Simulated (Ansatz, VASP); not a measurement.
**Two plane-wave programs on PbSe**

```
Pb Se
1.0
     0.05606    3.11813    3.11813
     3.11813    0.05606    3.11813
     3.11813    3.11813    0.05606
Pb Se
1 1
Cartesian
  0.0000 0.0000 0.0000
  3.1462 3.1462 3.1462
```

Change from the starting cell: strained cell.

Alike in both runs: task relaxation of the atoms; functional PBE; k mesh 9 × 9 × 9; occupations gaussian, width 0.01 eV; no spin polarisation.

|  | VASP | Ansatz |
| --- | --- | --- |
| version | VASP 6.6.1 | Ansatz 0.2.0 |
| potentials or method | VASP PAW PBE potentials, release 64 (Pb_d, Se), cutoff 450 eV | scalar-relativistic, plane waves, PAW |
| valence electrons in the cell | 20 | 30 |

|  | VASP | Ansatz | Ansatz less VASP |
| --- | --- | --- | --- |
| gap on the k mesh at the Fermi level, each at its own relaxed structure (eV) | 0.58 | 0.59 | +0.002 |

VASP's potentials hold 20 valence electrons a cell and Ansatz's 30, so a difference there can come from the potentials and not from the codes. Ansatz's warnings: stress scf threshold loose.

Neither program's run includes spin-orbit coupling. Noted on VASP's run: the relaxation stopped at its first step, so nothing moved.
